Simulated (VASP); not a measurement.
Here is a VASP 6.6.1 calculation.

File INCAR:

```
SYSTEM = Zn
ALGO     = Normal         ! electronic algorithm
EDIFF    = 1E-6           ! SCF threshold, eV
ENCUT    = 520            ! plane-wave cutoff, eV
GGA      = PE             ! functional
ISIF     = 2              ! what is computed and relaxed
ISMEAR   = -1             ! smearing method
LASPH    = .True.         ! aspherical terms in the spheres
LCHARG   = .False.        ! write CHGCAR
LREAL    = .False.        ! projectors in reciprocal space
LWAVE    = .False.        ! write WAVECAR
NBANDS   = 12             ! bands
NELM     = 80             ! most SCF steps
PREC     = Accurate       ! precision mode
SIGMA    = 0.05           ! smearing width, eV
```

File KPOINTS:

```
k-points
0
Gamma
  22 22 20
  0 0 0
```

POSCAR

```
Zn
1.0
    2.0048885492      0.0000000000      0.0000000000
   -1.0024442746      1.7362844153      0.0000000000
    0.0000000000      0.0000000000      1.9564643867
Zn
1
Direct
    0.0000000000      0.0000000000      0.0000000000
```

Potentials or basis: VASP PAW PBE potentials, release 64 (Zn).

Launch:

```bash
$ cat potpaw_PBE.64/Zn/POTCAR > POTCAR
$ mpirun -np 1 vasp_std > vasp.out
```

Task: What does it give for the band gap on the k mesh?

Result: Zero (band 6 reaches 18.90 eV, above the bottom of band 7 at 10.15 eV).

Task: Estimate the pressure.

Result: 502.3 GPa.

Stress tensor (GPa, compression positive):
```
503.08   0.00   0.00
  0.00 503.08   0.00
  0.00   0.00 500.66
```
